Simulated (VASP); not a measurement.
# Sn (Fd-3m) in VASP: single point with PBE

Aim: the single point of Sn with PBE.

Program: VASP 6.6.1. These are calculated values, not measurements. Logs are shortened: lines on timing, memory, paths and dates and some standing lists are left out, and cuts for length are marked.

### Step 1. The cell of the first run

It takes space group Fd-3m (No. 227, cubic). Conventional cell: a = 6.467 Å, b = 6.467 Å, c = 6.467 Å, α = 90.00°, β = 90.00°, γ = 90.00°. Within 3.7 Å of Sn (site symmetry -43m) lie 4 Sn at 2.80 Å.

### Step 2. Single point, PBE

INCAR

```
  PREC = Accurate
  ENCUT = 500
  EDIFF = 1E-6
  ISMEAR = 1
  SIGMA = 0.05
  LREAL = False
  LASPH = True
  NELM = 120
  ALGO = Normal
  ISIF = 2
  LWAVE = False
  LCHARG = False
  GGA = PE
  NBANDS = 21
  GGA_COMPAT = False
```

KPOINTS

```
Automatic mesh
0
Gamma
  5 5 5
```

POSCAR

```
Sn
1.0
    4.5726370000      0.0000000000      0.0000000000
    2.2863185000      3.9600198043      0.0000000000
    2.2863185000      1.3200066014      3.7335424763
Sn
2
Direct
    0.0000000000      0.0000000000      0.0000000000
    0.2500000000      0.2500000000      0.2500000000
```

Potentials or basis: VASP PAW PBE potentials, release 64 (Sn_d).

Run with:

```bash
$ cat potpaw_PBE.64/Sn_d/POTCAR > POTCAR
$ mpirun -np 1 vasp_std > vasp.out
```

OUTCAR:

```text
PREC = Accurate
   ENCUT = 500
   EDIFF = 1E-6
   ISMEAR = 1
   LREAL = False
   LASPH = True
   NELM = 120
   ISIF = 2
   GGA = PE

 ion  position               nearest neighbor table
   1  0.000  0.000  0.000-   2 2.80   2 2.80   2 2.80   2 2.80
   2  0.250  0.250  0.250-   1 2.80   1 2.80   1 2.80   1 2.80

  LATTYP: Found a face centered cubic cell.
 ALAT       =     6.4666852612

  Lattice vectors:

 A1 = (   4.5726370000,   0.0000000000,   0.0000000000)
 A2 = (   2.2863185000,   3.9600198043,   0.0000000000)
 A3 = (   2.2863185000,   1.3200066014,   3.7335424763)

Analysis of symmetry for initial positions (statically):
=====================================================================
 Subroutine PRICEL returns:
 Original cell was already a primitive cell.

 Routine SETGRP: Setting up the symmetry group for a
 face centered cubic supercell.

 Subroutine GETGRP returns: Found 48 space group operations
 (whereof 24 operations were pure point group operations)
 out of a pool of 48 trial point group operations.

The static configuration has the point symmetry T_d .
 The point group associated with its full space group is O_h .

Analysis of symmetry for dynamics (positions and initial velocities):
=====================================================================
 Subroutine PRICEL returns:
 Original cell was already a primitive cell.

 Routine SETGRP: Setting up the symmetry group for a
 face centered cubic supercell.

 Subroutine GETGRP returns: Found 48 space group operations
 (whereof 24 operations were pure point group operations)
 out of a pool of 48 trial point group operations.

The dynamic configuration has the point symmetry T_d .
 The point group associated with its full space group is O_h .

 Subroutine INISYM returns: Found 48 space group operations
 (whereof 24 operations are pure point group operations),
 and found     1 'primitive' translations

----------------------------------------------------------------------------------------

                                     Primitive cell

  volume of cell :      67.6060

  direct lattice vectors                    reciprocal lattice vectors
     4.572637000  0.000000000  0.000000000     0.218692190 -0.126261995 -0.089280713
     2.286318500  3.960019804  0.000000000     0.000000000  0.252523990 -0.089280713
     2.286318500  1.320006601  3.733542476     0.000000000  0.000000000  0.267842138

  length of vectors
     4.572637000  4.572637000  4.572637000     0.267842138  0.267842138  0.267842138

  position of ions in fractional coordinates (direct lattice)
     0.000000000  0.000000000  0.000000000
     0.250000000  0.250000000  0.250000000

  ion indices of the primitive-cell ions
   primitive index   ion index
                 1           1
                 2           2

----------------------------------------------------------------------------------------

 KPOINTS: Automatic mesh

Automatic generation of k-mesh.
 Grid dimensions read from file:
 generate k-points for:    5    5    5

 Generating k-lattice:

  Cartesian coordinates                     Fractional coordinates (reciprocal lattice)
     0.043738438 -0.025252399 -0.017856143     0.200000000 -0.000000000 -0.000000000
     0.000000000  0.050504798 -0.017856143     0.000000000  0.200000000  0.000000000
     0.000000000  0.000000000  0.053568428     0.000000000  0.000000000  0.200000000

  Length of vectors
     0.053568428  0.053568428  0.053568428

  Shift w.r.t. Gamma in fractional coordinates (k-lattice)
     0.000000000  0.000000000  0.000000000

 Subroutine IBZKPT returns following result:
 ===========================================

 Found     10 irreducible k-points:

 Following reciprocal coordinates:
            Coordinates               Weight
  0.000000  0.000000  0.000000      1.000000
  0.200000  0.000000  0.000000      8.000000
  0.400000  0.000000  0.000000      8.000000
  0.200000  0.200000  0.000000      6.000000
  0.400000  0.200000  0.000000     24.000000
 -0.400000  0.200000 -0.000000     24.000000
 -0.200000  0.200000 -0.000000     12.000000
  0.400000  0.400000  0.000000      6.000000
 -0.400000  0.400000 -0.000000     12.000000
 -0.400000  0.400000  0.200000     24.000000
   k-points           NKPTS =     10   k-points in BZ     NKDIM =     10   number of bands    NBANDS=     21
   number of dos      NEDOS =    301   number of ions     NIONS =      2
   total plane-waves  NPLWV =  46656
   dimension x,y,z NGX =    36 NGY =   36 NGZ =   36
   dimension x,y,z NGXF=    72 NGYF=   72 NGZF=   72
   ions per type =               2
   NGX,Y,Z   is equivalent  to a cutoff of  13.09, 13.09, 13.09 a.u.
   NGXF,Y,Z  is equivalent  to a cutoff of  26.18, 26.18, 26.18 a.u.
 SYSTEM =  unknown system
   PREC   = accura    normal or accurate (medium, high low for compatibility)
   ISTART =      0    job   : 0-new  1-cont  2-samecut
   ICHARG =      2    charge: 1-file 2-atom 10-const
   ISPIN  =      1    spin polarized calculation?
   LNONCOLLINEAR =      F non collinear calculations
   LSORBIT =      F    spin-orbit coupling
   LASPH  =      T    aspherical Exc in radial PAW
   ENCUT  =  500.0 eV  36.75 Ry    6.06 a.u.   8.34  8.34  8.34*2*pi/ulx,y,z
   NELM   =    120;   NELMIN=  2; NELMDL= -5     # of ELM steps
   EDIFF  = 0.1E-05   stopping-criterion for ELM
   LREAL  =      F    real-space projection
   EDIFFG = 0.1E-04   stopping-criterion for IOM
   NSW    =      0    number of steps for IOM
   IBRION =     -1    ionic relax: 0-MD 1-quasi-New 2-CG
   NFREE  =      0    steps in history (QN), initial steepest desc. (CG)
   ISIF   =      2    stress and relaxation
   ISYM   =      2    0-nonsym 1-usesym 2-fastsym
   POTIM  = 0.5000    time-step for ionic-motion
   TEBEG  =    0.0;   TEEND  =   0.0 temperature during run
   PSTRESS=    0.0 pullay stress
   NELECT =      28.0000    total number of electrons
   NUPDOWN=      -1.0000    fix difference up-down
   EMIN   =  10.00;   EMAX   =-10.00  energy-range for DOS
   EFERMI =   0.00;   METHOD = LEGACY
   ISMEAR =     1;   SIGMA  =   0.05  broadening in eV -4-tet -1-fermi 0-gaus
   EFERMI_NEDOS =   21; number of points for ismear=-14 and -15
   IALGO  =     38    algorithm
   IMIX   =      4    mixing-type and parameters
     AMIX     =   0.40;   BMIX     =  1.00
     AMIX_MAG =   1.60;   BMIX_MAG =  1.00
  volume/ion in A,a.u.               =      33.80       228.11
  Fermi-wavevector in a.u.,A,eV,Ry     =   1.220298  2.306028 20.260795  1.489126
  Thomas-Fermi vector in A             =   2.355520
   LORBIT       =      0    0 simple, 1 ext, 2 COOP (PROOUT), +10 PAW based schemes
   GGA     = PE    functional components
   LHFCALC =     F    Hartree Fock is set to
   AEXX    =    0.0000 exact exchange contribution
   IVDW    =     0    specifies the selected vdW correction
   LEPSILON=     F    determine dielectric tensor
   LRPA    =     F    only Hartree local field effects (RPA)
 non-spin polarized calculation
 Methfessel and Paxton  Order N= 1 SIGMA  =   0.05
  energy-cutoff  :      500.00
  volume of cell :       67.61
 maximum number of plane-waves:      1759
 NGX is ok and might be reduce to    36
   NGX = 17   NGY = 17   NGZ = 17

 number of electron      28.0000008 magnetization

 Free energy of the ion-electron system (eV)
  ---------------------------------------------------
  ext. energy  EPLUGINS =         0.00000000
  ---------------------------------------------------
  free energy    TOTEN  =        -7.54594910 eV

  energy without entropy =       -7.54527481  energy(sigma->0) =       -7.54572434

 E-fermi :   5.8263     XC(G=0):  -8.9108

 val. band max:        5.2728079227   @ k =   0.2000   0.0000   0.0000
 cond. band min:       5.8446368093   @ k =   0.4000   0.0000   0.0000
 fundamental gap:      0.5718288866
 Fermi energy:         5.8262852235

 k-point     1 :       0.0000    0.0000    0.0000
  band No.  band energies     occupation
      1     -15.9307      2.00000
      2     -15.9307      2.00000
      3     -15.9307      2.00000
      4     -15.8700      2.00000
      5     -15.8700      2.00000
      6     -15.5520      2.00000
[... 13 lines left out ...]
     20      13.7476      0.00000
     21      13.7476      0.00000

 k-point     2 :       0.2000    0.0000    0.0000
  band No.  band energies     occupation
      1     -15.9516      2.00000
      2     -15.9516      2.00000
      3     -15.9216      2.00000
      4     -15.8386      2.00000
      5     -15.8386      2.00000
      6     -15.5886      2.00000
[... 13 lines left out ...]
     20      12.6115      0.00000
     21      12.6115      0.00000

 k-point     3 :       0.4000    0.0000    0.0000
  band No.  band energies     occupation
      1     -15.9664      2.00000
      2     -15.9664      2.00000
      3     -15.9062      2.00000
      4     -15.8107      2.00000
      5     -15.8107      2.00000
      6     -15.6106      2.00000
[... 13 lines left out ...]
     20      13.7520      0.00000
     21      13.7520      0.00000

 k-point     4 :       0.2000    0.2000    0.0000
  band No.  band energies     occupation
      1     -15.9508      2.00000
      2     -15.9508      2.00000
      3     -15.9392      2.00000
      4     -15.8379      2.00000
      5     -15.7998      2.00000
      6     -15.6518      2.00000
[... 13 lines left out ...]
     20      12.9374      0.00000
     21      14.1927      0.00000

 k-point     5 :       0.4000    0.2000    0.0000
  band No.  band energies     occupation
      1     -15.9846      2.00000
      2     -15.9685      2.00000
      3     -15.8973      2.00000
      4     -15.7997      2.00000
      5     -15.7596      2.00000
      6     -15.6917      2.00000
[... 13 lines left out ...]
     20      13.9988      0.00000
     21      14.7614      0.00000

 k-point     6 :      -0.4000    0.2000   -0.0000
  band No.  band energies     occupation
      1     -15.9972      2.00000
      2     -15.9786      2.00000
      3     -15.8615      2.00000
      4     -15.7817      2.00000
      5     -15.7696      2.00000
      6     -15.6588      2.00000
[... 13 lines left out ...]
     20      13.4274      0.00000
     21      14.2142      0.00000

 k-point     7 :      -0.2000    0.2000   -0.0000
  band No.  band energies     occupation
      1     -15.9745      2.00000
      2     -15.9731      2.00000
      3     -15.8897      2.00000
      4     -15.8223      2.00000
      5     -15.7902      2.00000
      6     -15.6386      2.00000
[... 13 lines left out ...]
     20      13.6028      0.00000
     21      14.1415      0.00000

 k-point     8 :       0.4000    0.4000    0.0000
  band No.  band energies     occupation
      1     -15.9790      2.00000
      2     -15.9790      2.00000
      3     -15.8934      2.00000
      4     -15.7853      2.00000
      5     -15.7547      2.00000
      6     -15.6783      2.00000
[... 13 lines left out ...]
     20      15.5423      0.00000
     21      15.8627      0.00000

 k-point     9 :      -0.4000    0.4000   -0.0000
  band No.  band energies     occupation
      1     -16.0025      2.00000
      2     -15.9839      2.00000
      3     -15.8441      2.00000
      4     -15.7840      2.00000
      5     -15.7148      2.00000
      6     -15.6966      2.00000
[... 13 lines left out ...]
     20      14.2757      0.00000
     21      16.5338      0.00000

 k-point    10 :      -0.4000    0.4000    0.2000
  band No.  band energies     occupation
      1     -16.0002      2.00000
      2     -15.9921      2.00000
      3     -15.8370      2.00000
      4     -15.7577      2.00000
      5     -15.7401      2.00000
      6     -15.7096      2.00000
[... 13 lines left out ...]
     20      14.2878      0.00000
     21      16.3041      0.00000

------------------------ aborting loop because EDIFF is reached ----------------------------------------

  FORCE on cell =-STRESS in cart. coord.  units (eV):
  Direction    XX          YY          ZZ          XY          YZ          ZX
  --------------------------------------------------------------------------------------
  -------------------------------------------------------------------------------------
  Total        1.6834414      1.6834414      1.6834414      0.0000000     -0.0000000      0.0000000
  in kB       39.8954535     39.8954535     39.8954535      0.0000000     -0.0000000      0.0000000
  external PRESSURE =      39.8954535 kB  Pullay stress =       0.0000000 kB

 VOLUME and BASIS-vectors are now :
 -----------------------------------------------------------------------------
  energy-cutoff  :      500.00
  volume of cell :       67.61
      direct lattice vectors                 reciprocal lattice vectors
     4.572637000  0.000000000  0.000000000     0.218692190 -0.126261995 -0.089280713
     2.286318500  3.960019804  0.000000000     0.000000000  0.252523990 -0.089280713
     2.286318500  1.320006601  3.733542476     0.000000000  0.000000000  0.267842138

 POSITION                                       TOTAL-FORCE (eV/Angst)
 -----------------------------------------------------------------------------------
      0.00000      0.00000      0.00000         0.000000      0.000000      0.000000
      2.28632      1.32001      0.93339        -0.000000     -0.000000     -0.000000
 -----------------------------------------------------------------------------------
    total drift:                                0.000000      0.000000      0.000000

  FREE ENERGIE OF THE ION-ELECTRON SYSTEM (eV)
  ---------------------------------------------------
  free  energy   TOTEN  =        -7.5459490999 eV

  energy  without entropy=       -7.5452748053  energy(sigma->0) =       -7.54572434
```

It took 29 s on 1 thread of AMD EPYC 7R13, shared host; peak memory 0.17 GiB.

Results:

| Property | Result |
| --- | --- |
| Free energy | -7.5459 eV |
| Pressure | 4.0 GPa |
| Band gap on the k mesh | zero (band 14 reaches 5.85 eV, above the bottom of band 15 at 5.84 eV) |

Levels at points of the mesh, in eV from the Fermi level:
```tsv
k point	band 11	band 12	band 13	band 14	band 15	band 16	band 17	band 18
(0.00, 0.00, 0.00)	-10.74	-0.62	0.03	0.03	0.03	2.10	2.10	2.10
```

Caveat: spin-orbit coupling is left out, which moves the levels of the heavy elements.
